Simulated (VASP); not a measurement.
# WC (P1) in VASP: single point with PBE

Aim: the single point of WC with PBE.

All numbers are computed with VASP 6.6.1; they aren't measurements. Logs are shortened: lines on timing, memory, paths and dates and some standing lists are left out, and cuts for length are marked.

**1. The cell of the first run**

The typed cell holds 16 atoms: a = 5.696 Å, b = 4.932 Å, c = 5.595 Å, α = 90.00°, β = 90.00°, γ = 90.00°.

**2. Single point, PBE**

INCAR

```
SYSTEM = WC
PREC     = Accurate       ! precision mode
ENCUT    = 520            ! plane-wave cutoff, eV
EDIFF    = 1E-6           ! SCF threshold, eV
ISMEAR   = -1             ! smearing method
SIGMA    = 0.17           ! smearing width, eV
LREAL    = Auto         
LASPH    = .TRUE.         ! aspherical terms in the spheres
NELM     = 60             ! most SCF steps
ALGO     = Normal         ! electronic algorithm
ISIF     = 2              ! what is computed and relaxed
LWAVE    = .FALSE.        ! write WAVECAR
LCHARG   = .TRUE.         ! write CHGCAR
GGA      = PE             ! functional
LELF     = .TRUE.         ! ELF
LVHAR    = .TRUE.       
NBANDS   = 86             ! bands
```

KPOINTS

```
regular mesh
0
G
  2 2 2
  0 0 0
```

POSCAR

```
WC
1.0
   -2.8477700000     -4.9324820000      0.0000000000
    4.2716550000     -2.4662410000      0.0000000000
    0.0000000000      0.0000000000      5.5945400000
W C
8 8
Direct
    0.7438539863      0.5273424625     -0.0232190672
    0.7474774920      0.5172571234      0.4824346595
    0.4793571065      0.0314161109     -0.0178388214
    0.4856053708      0.0290970143      0.4869748004
    0.2469651238      0.5243400674     -0.0206451290
    0.2505316446      0.5341153491      0.4862598176
   -0.0210138210      0.0283631218     -0.0202697630
   -0.0143539212      0.0265993705      0.4711021818
    0.4885525290      0.7089021083      0.2195533502
    0.4974416705      0.6920969662      0.7300332110
    0.2359712358      0.2002951564      0.2247727248
    0.2259202224      0.1925410249      0.7385772557
   -0.0203993115      0.6890321088      0.2393404998
    0.0042308988      0.6930917002      0.7076899977
    0.7334241581      0.2089408706      0.2290089981
    0.7467960692      0.1862518022      0.7397569773
```

Potentials or basis: VASP PAW PBE potentials, release 64 (W_sv, C).

Command:

```bash
$ cat potpaw_PBE.64/W_sv/POTCAR potpaw_PBE.64/C/POTCAR > POTCAR
$ mpirun -np 1 vasp_std > vasp.out
```

OUTCAR:

```text
SYSTEM = WC
   PREC = Accurate
   ENCUT = 520
   EDIFF = 1E-6
   ISMEAR = -1
   LREAL = Auto
   LASPH = .TRUE.
   NELM = 60
   ISIF = 2
   GGA = PE

 ion  position               nearest neighbor table
   1  0.744  0.527  0.977-  15 2.11  10 2.13  16 2.14  13 2.14   9 2.18  14 2.27   2 2.77   7 2.80
                             7 2.81   2 2.83   5 2.83   5 2.87   3 2.87   3 2.91
   2  0.747  0.517  0.482-  13 2.08  15 2.08  14 2.12  10 2.17  16 2.18   9 2.29   1 2.77   8 2.78
                             1 2.83   6 2.83   4 2.83   8 2.86   6 2.87   4 2.93
   3  0.479  0.031  0.982-   9 2.07  11 2.11  12 2.14  16 2.18  15 2.18  10 2.19   5 2.77   4 2.77
                             4 2.82   5 2.83   7 2.85   7 2.85   1 2.87   1 2.91
   4  0.486  0.029  0.487-  10 2.15   9 2.18  16 2.19  12 2.20  15 2.20  11 2.21   3 2.77   6 2.78
                             3 2.82   6 2.83   2 2.83   8 2.85   8 2.85   2 2.93
   5  0.247  0.524  0.979-  11 2.11  12 2.12   9 2.13  10 2.16  14 2.22  13 2.26   6 2.76   3 2.77
                             3 2.83   1 2.83   6 2.84   1 2.87   7 2.88   7 2.92
   6  0.251  0.534  0.486-  14 2.03  10 2.11   9 2.19  12 2.20  11 2.20  13 2.21   5 2.76   4 2.78
                             4 2.83   2 2.83   5 2.84   8 2.86   2 2.87   8 2.92
   7  0.979  0.028  0.980-  16 2.04  12 2.11  15 2.17  11 2.18  13 2.22  14 2.25   8 2.75   1 2.80
                             1 2.81   3 2.85   8 2.85   3 2.85   5 2.88   5 2.92
   8  0.986  0.027  0.471-  13 2.11  14 2.11  11 2.16  15 2.17  16 2.17  12 2.19   7 2.75   2 2.78
                             7 2.85   4 2.85   4 2.85   2 2.86   6 2.86   6 2.92
   9  0.489  0.709  0.220-   3 2.07   5 2.13   4 2.18   1 2.18   6 2.19   2 2.29
  10  0.497  0.692  0.730-   6 2.11   1 2.13   4 2.15   5 2.16   2 2.17   3 2.19
  11  0.236  0.200  0.225-   5 2.11   3 2.11   8 2.16   7 2.18   6 2.20   4 2.21
  12  0.226  0.193  0.739-   7 2.11   5 2.12   3 2.14   8 2.19   4 2.20   6 2.20
  13  0.980  0.689  0.239-   2 2.08   8 2.11   1 2.14   6 2.21   7 2.22   5 2.26
  14  0.004  0.693  0.708-   6 2.03   8 2.11   2 2.12   5 2.22   7 2.25   1 2.27
  15  0.733  0.209  0.229-   2 2.08   1 2.11   7 2.17   8 2.17   3 2.18   4 2.20
  16  0.747  0.186  0.740-   7 2.04   1 2.14   8 2.17   2 2.18   3 2.18   4 2.19

  LATTYP: Found a simple orthorhombic cell.
 ALAT       =     4.9324822462
 B/A-ratio  =     1.1342240521
 C/A-ratio  =     1.1547005000

  Lattice vectors:

 A1 = (   4.2716550000,  -2.4662410000,   0.0000000000)
 A2 = (   0.0000000000,   0.0000000000,   5.5945400000)
 A3 = (  -2.8477700000,  -4.9324820000,   0.0000000000)

Analysis of symmetry for initial positions (statically):
=====================================================================
 Subroutine PRICEL returns:
 Original cell was already a primitive cell.

 Routine SETGRP: Setting up the symmetry group for a
 simple orthorhombic supercell.

 Subroutine GETGRP returns: Found  1 space group operations
 (whereof  1 operations were pure point group operations)
 out of a pool of  8 trial point group operations.

The static configuration has the point symmetry C_1 .

Analysis of symmetry for dynamics (positions and initial velocities):
=====================================================================
 Subroutine PRICEL returns:
 Original cell was already a primitive cell.

 Routine SETGRP: Setting up the symmetry group for a
 simple orthorhombic supercell.

 Subroutine GETGRP returns: Found  1 space group operations
 (whereof  1 operations were pure point group operations)
 out of a pool of  8 trial point group operations.

The dynamic configuration has the point symmetry C_1 .

 Subroutine INISYM returns: Found  1 space group operations
 (whereof  1 operations are pure point group operations),
 and found     1 'primitive' translations

----------------------------------------------------------------------------------------

                                     Primitive cell

  volume of cell :     157.1682

  direct lattice vectors                    reciprocal lattice vectors
    -2.847770000 -4.932482000  0.000000000    -0.087787988 -0.152053266  0.000000000
     4.271655000 -2.466241000  0.000000000     0.175575977 -0.101368844  0.000000000
     0.000000000  0.000000000  5.594540000     0.000000000  0.000000000  0.178745706

  length of vectors
     5.695539716  4.932482246  5.594540000     0.175575986  0.202737679  0.178745706

  position of ions in fractional coordinates (direct lattice)
     0.743853986  0.527342463  0.976780933
     0.747477492  0.517257123  0.482434660
     0.479357106  0.031416111  0.982161179
     0.485605371  0.029097014  0.486974800
     0.246965124  0.524340067  0.979354871
     0.250531645  0.534115349  0.486259818
[... 8 lines left out ...]
     0.733424158  0.208940871  0.229008998
     0.746796069  0.186251802  0.739756977

  ion indices of the primitive-cell ions
   primitive index   ion index
                 1           1
                 2           2
                 3           3
                 4           4
                 5           5
                 6           6
[... 8 lines left out ...]
                15          15
                16          16

----------------------------------------------------------------------------------------

 KPOINTS: regular mesh

Automatic generation of k-mesh.
 Grid dimensions read from file:
 generate k-points for:    2    2    2

 Generating k-lattice:

  Cartesian coordinates                     Fractional coordinates (reciprocal lattice)
    -0.043893994 -0.076026633  0.000000000     0.500000000  0.000000000  0.000000000
     0.087787988 -0.050684422  0.000000000     0.000000000  0.500000000  0.000000000
     0.000000000  0.000000000  0.089372853     0.000000000  0.000000000  0.500000000

  Length of vectors
     0.087787993  0.101368839  0.089372853

  Shift w.r.t. Gamma in fractional coordinates (k-lattice)
     0.000000000  0.000000000  0.000000000

 Subroutine IBZKPT returns following result:
 ===========================================

 Found      8 irreducible k-points:

 Following reciprocal coordinates:
            Coordinates               Weight
  0.000000  0.000000  0.000000      1.000000
  0.500000 -0.000000  0.000000      1.000000
 -0.000000  0.500000  0.000000      1.000000
  0.500000  0.500000  0.000000      1.000000
  0.000000  0.000000  0.500000      1.000000
  0.500000 -0.000000  0.500000      1.000000
 -0.000000  0.500000  0.500000      1.000000
  0.500000  0.500000  0.500000      1.000000
   k-points           NKPTS =      8   k-points in BZ     NKDIM =      8   number of bands    NBANDS=     86
   number of dos      NEDOS =    301   number of ions     NIONS =     16
   total plane-waves  NPLWV =  70560
   dimension x,y,z NGX =    42 NGY =   40 NGZ =   42
   dimension x,y,z NGXF=    84 NGYF=   80 NGZF=   84
   ions per type =               8   8
   NGX,Y,Z   is equivalent  to a cutoff of  12.26, 13.48, 12.48 a.u.
   NGXF,Y,Z  is equivalent  to a cutoff of  24.52, 26.96, 24.96 a.u.
 SYSTEM =  WC
   PREC   = accura    normal or accurate (medium, high low for compatibility)
   ISTART =      0    job   : 0-new  1-cont  2-samecut
   ICHARG =      2    charge: 1-file 2-atom 10-const
   ISPIN  =      1    spin polarized calculation?
   LNONCOLLINEAR =      F non collinear calculations
   LSORBIT =      F    spin-orbit coupling
   LASPH  =      T    aspherical Exc in radial PAW
   ENCUT  =  520.0 eV  38.22 Ry    6.18 a.u.  10.59  9.17 10.40*2*pi/ulx,y,z
   NELM   =     60;   NELMIN=  2; NELMDL= -5     # of ELM steps
   EDIFF  = 0.1E-05   stopping-criterion for ELM
   LREAL  =      T    real-space projection
   EDIFFG = 0.1E-04   stopping-criterion for IOM
   NSW    =      0    number of steps for IOM
   IBRION =     -1    ionic relax: 0-MD 1-quasi-New 2-CG
   NFREE  =      0    steps in history (QN), initial steepest desc. (CG)
   ISIF   =      2    stress and relaxation
   ISYM   =      2    0-nonsym 1-usesym 2-fastsym
   POTIM  = 0.5000    time-step for ionic-motion
   TEBEG  =    0.0;   TEEND  =   0.0 temperature during run
   PSTRESS=    0.0 pullay stress
   NELECT =     144.0000    total number of electrons
   NUPDOWN=      -1.0000    fix difference up-down
   EMIN   =  10.00;   EMAX   =-10.00  energy-range for DOS
   EFERMI =   0.00;   METHOD = LEGACY
   ISMEAR =    -1;   SIGMA  =   0.17  broadening in eV -4-tet -1-fermi 0-gaus
   EFERMI_NEDOS =   21; number of points for ismear=-14 and -15
   IALGO  =     38    algorithm
   IMIX   =      4    mixing-type and parameters
     AMIX     =   0.40;   BMIX     =  1.00
     AMIX_MAG =   1.60;   BMIX_MAG =  1.00
  volume/ion in A,a.u.               =       9.82        66.29
  Fermi-wavevector in a.u.,A,eV,Ry     =   1.590038  3.004735 34.398516  2.528220
  Thomas-Fermi vector in A             =   2.688794
   LORBIT       =      0    0 simple, 1 ext, 2 COOP (PROOUT), +10 PAW based schemes
   GGA     = PE    functional components
   LHFCALC =     F    Hartree Fock is set to
   AEXX    =    0.0000 exact exchange contribution
   IVDW    =     0    specifies the selected vdW correction
   LEPSILON=     F    determine dielectric tensor
   LRPA    =     F    only Hartree local field effects (RPA)
 non-spin polarized calculation
  energy-cutoff  :      520.00
  volume of cell :      157.17
 maximum number of plane-waves:      4264
   NGX = 21   NGY = 19   NGZ = 21

 number of electron     144.0000005 magnetization

 Free energy of the ion-electron system (eV)
  ---------------------------------------------------
  ext. energy  EPLUGINS =         0.00000000
  ---------------------------------------------------
  free energy    TOTEN  =      -176.87364933 eV

  energy without entropy =     -176.44679280  energy(sigma->0) =     -176.66022107

 E-fermi :  12.4127     XC(G=0): -14.1031

 val. band max:       12.3370705866   @ k =   0.0000   0.0000   0.5000
 cond. band min:      12.4177916603   @ k =   0.0000   0.0000   0.5000
 fundamental gap:      0.0807210737
 Fermi energy:        12.4127158762

 k-point     1 :       0.0000    0.0000    0.0000
  band No.  band energies     occupation
      1     -62.0104      2.00000
      2     -61.9631      2.00000
      3     -61.9244      2.00000
      4     -61.9103      2.00000
      5     -61.8968      2.00000
      6     -61.8634      2.00000
[... 76 lines left out ...]
     83      16.5492      0.00000
     84      16.6707      0.00000

 k-point     2 :       0.5000   -0.0000    0.0000
  band No.  band energies     occupation
      1     -61.9986      2.00000
      2     -61.9593      2.00000
      3     -61.9324      2.00000
      4     -61.9155      2.00000
      5     -61.8912      2.00000
      6     -61.8704      2.00000
[... 511 lines left out ...]
     83      15.9655      0.00000
     84      16.0514      0.00000

 k-point     8 :       0.5000    0.5000    0.5000
  band No.  band energies     occupation
      1     -61.9863      2.00000
      2     -61.9256      2.00000
      3     -61.9207      2.00000
      4     -61.9074      2.00000
      5     -61.9009      2.00000
      6     -61.8907      2.00000
[... 76 lines left out ...]
     83      16.1749      0.00000
     84      16.2640      0.00000
 [bands above 84 left out]

------------------------ aborting loop because EDIFF is reached ----------------------------------------

  FORCE on cell =-STRESS in cart. coord.  units (eV):
  Direction    XX          YY          ZZ          XY          YZ          ZX
  --------------------------------------------------------------------------------------
  -------------------------------------------------------------------------------------
  Total       36.9967042     34.2068918     32.3316405     -1.5412758     -0.1306378     -0.3635698
  in kB      377.1454051    348.7059820    329.5896190    -15.7118068     -1.3317256     -3.7062403
  external PRESSURE =     351.8136687 kB  Pullay stress =       0.0000000 kB

 VOLUME and BASIS-vectors are now :
 -----------------------------------------------------------------------------
  energy-cutoff  :      520.00
  volume of cell :      157.17
      direct lattice vectors                 reciprocal lattice vectors
    -2.847770000 -4.932482000  0.000000000    -0.087787988 -0.152053266  0.000000000
     4.271655000 -2.466241000  0.000000000     0.175575977 -0.101368844  0.000000000
     0.000000000  0.000000000  5.594540000     0.000000000  0.000000000  0.178745706

 POSITION                                       TOTAL-FORCE (eV/Angst)
 -----------------------------------------------------------------------------------
      0.13430     -4.96960      5.46464         0.680307     -0.368338      0.354078
      0.08090     -4.96260      2.69900         2.350851      0.339156     -0.152290
     -1.23090     -2.44190      5.49474        -0.969784     -1.107746     -0.395494
     -1.25860     -2.46700      2.72440        -0.020665     -0.402943     -0.918158
      1.53650     -2.51130      5.47904         2.073434      0.787793      0.422959
      1.56810     -2.55300      2.72040        -0.844779      1.229800     -2.250341
[... 8 lines left out ...]
     -1.19610     -4.13290      1.28120        -1.284681      0.784419      0.005364
     -1.33110     -4.14290      4.13860         0.901250      0.739080     -1.460557
 -----------------------------------------------------------------------------------
    total drift:                                0.008551     -0.003527     -0.014751

  FREE ENERGIE OF THE ION-ELECTRON SYSTEM (eV)
  ---------------------------------------------------
  free  energy   TOTEN  =      -176.8736493284 eV

  energy  without entropy=     -176.4467928046  energy(sigma->0) =     -176.66022107
```

Wall time 4.1 min (1 thread of Intel Xeon 8259CL, shared host); peak memory 0.29 GiB.

Results:

```
Free energy            : -176.8736 eV
Pressure               : 35.2 GPa
Largest force          : 3.072 eV/Å
Band gap on the k mesh : zero (bands 72 and 73 overlap by 0.23 eV)
```

Forces in eV/Å, atoms in the order of the input:
```
W    0.680 -0.368  0.354
W    2.351  0.339 -0.152
W   -0.970 -1.108 -0.395
W   -0.021 -0.403 -0.918
W    2.073  0.788  0.423
W   -0.845  1.230 -2.250
W   -1.582 -0.806  0.567
W    0.077 -0.618  1.314
C   -1.115  0.308  1.374
C    0.175 -0.006  0.108
C   -0.081  0.275  0.975
C   -0.585 -0.841 -1.242
C   -0.392 -1.363 -1.522
C    0.617  1.051  2.821
C   -1.285  0.784  0.005
C    0.901  0.739 -1.461
```

Caveat: the k points lie up to 0.64 Å⁻¹ apart; the atoms stand as in a frame of molecular dynamics; spin-orbit coupling is left out, which moves the levels of the heavy elements; forces of over 1 eV/Å act on the atoms, so gaps and moduli don't describe the material at rest.

The gap in the log of VASP goes by the Fermi energy; the results here count the filled bands.